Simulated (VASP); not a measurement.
**CdS: single point with r2SCAN**

The system is CdS.

```
Cd S
1.0
     4.08131    0.00000    0.00000
    -2.04065    3.53452    0.00000
     0.00000    0.00000    6.63069
Cd S
2 2
Direct
  0.33333 0.66667 0.99904
  0.66667 0.33333 0.49904
  0.33333 0.66667 0.37596
  0.66667 0.33333 0.87596
```

This cell differs from its parent crystal: strain -2.0%.

```
Program                : VASP 6.6.1
Task                   : single point
Functional             : r2SCAN
Potentials or basis    : VASP PAW PBE potentials, release 64 (Cd_sv_GW, S)
Cutoff                 : 700 eV
k mesh                 : 12 × 12 × 4
Occupations            : gaussian, width 0.01 eV
Spin                   : no spin polarisation
Dipole correction      : no
Further INCAR settings : ALGO = Normal; EDIFF = 1e-06; NBANDS = 34
```

```yaml
Pressure: 4.0 GPa
Band_gap_on_the_k_mesh: 1.78 eV
```

Levels at points of the mesh, in eV from the valence-band top:
| k point | band 22 | band 23 | band 24 | band 25 | band 26 | band 27 | band 28 | band 29 | band 30 | band 31 |
| --- | --- | --- | --- | --- | --- | --- | --- | --- | --- | --- |
| (0.00, 0.00, 0.00) | -0.83 | -0.83 | -0.05 | 0.00 | 0.00 | 1.78 | 3.31 | 7.00 | 7.00 | 7.33 |
| (0.50, 0.00, 0.00) | -3.71 | -2.86 | -2.06 | -1.41 | -0.83 | 4.26 | 4.29 | 5.41 | 7.06 | 7.52 |
| (0.00, 0.00, 0.50) | -2.55 | -0.43 | -0.43 | -0.43 | -0.43 | 3.41 | 3.41 | 6.68 | 6.68 | 7.34 |
| (0.50, 0.00, 0.50) | -4.38 | -1.48 | -1.48 | -1.44 | -1.44 | 3.91 | 3.91 | 5.84 | 5.84 | 8.52 |

It took 10 min on 1 thread of Intel(R) Xeon(R) Platinum 8488C (Sapphire Rapids) (shared host), peak memory 0.49 GiB.

Caveat: the cell differs from its parent crystal (strain -2.0%); the cell stands under pressure; the PAW data sets were made with another functional, which shifts forces and pressure a little. A k mesh can miss the band edges.
